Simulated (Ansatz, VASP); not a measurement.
**V: VASP beside Ansatz**

File INCAR:

```
SYSTEM = V
PREC = Accurate ; ENCUT = 520
EDIFF = 1E-8 ; ISMEAR = -1
SIGMA = 0.03 ; LREAL = .False.
LASPH = .True. ; NELM = 150
ALGO = Normal ; ISIF = 2
LWAVE = .False. ; LCHARG = .False.
ISPIN = 2 ; MAGMOM = 1.5
LORBIT = 11 ; LMAXMIX = 4
GGA = PS ; LEFG = .True.
NBANDS = 16
```

File KPOINTS:

```
Automatic mesh
0
Gamma
  19 19 19
  0 0 0
```

POSCAR

```
V
1.0
   -1.5130000000      1.5130000000      1.4676100000
    1.5130000000     -1.5130000000      1.4676100000
    1.5130000000      1.5130000000     -1.4676100000
V
1
Direct
    0.0000000000      0.0000000000      0.0000000000
```

Input for Ansatz:

```yaml
crystal:
  lattice:
    - [-1.513, 1.513, 1.46761]
    - [1.513, -1.513, 1.46761]
    - [1.513, 1.513, -1.46761]
  atoms:
    - { symbol: V, position: [0.0, 0.0, 0.0], spin: 1.5 }
magnetization:
  spin_polarized: true
kpoints:
  mp_grid: { grid: [19, 19, 19] }
scf:
  occupations: { method: fermi_dirac, width: 0.03 }
hamiltonian:
  xc: pbesol
  pseudopotentials: { kind: all_electron, datasets: crystal }
output:
  forces: true
  stress: true
  eigenvalues: true
  efg: { contact_densities: true }
```

Change from the starting cell: zz strain of -3 %, crystal datasets.

Alike in both runs: task electric field gradients; functional PBEsol; k mesh 19 × 19 × 19; occupations fermi-dirac, width 0.03 eV; collinear spin.

|  | VASP | Ansatz |
| --- | --- | --- |
| version | VASP 6.6.1 | Ansatz 0.2.0 |
| potentials or method | VASP PAW PBE potentials, release 64 (V_sv), cutoff 520 eV | all-electron PAW with datasets made for the crystal, scalar-relativistic |

```tsv
	VASP	Ansatz	Ansatz less VASP
pressure (GPa)	-6.7	-6.9	-0.24
traceless stress, the component that is largest in VASP (GPa)	2.53	2.54	+0.001
net moment per atom (μB)	0.00	0.00	0.000
size of Vzz on the site where it differs most (V/Å²)	2.4	2.4	-0.09
```

VASP's potentials were made for PBE, not for PBEsol. Ansatz ran all-electron here, and VASP with PAW potentials. Ansatz's warnings: seeded moment not kept.
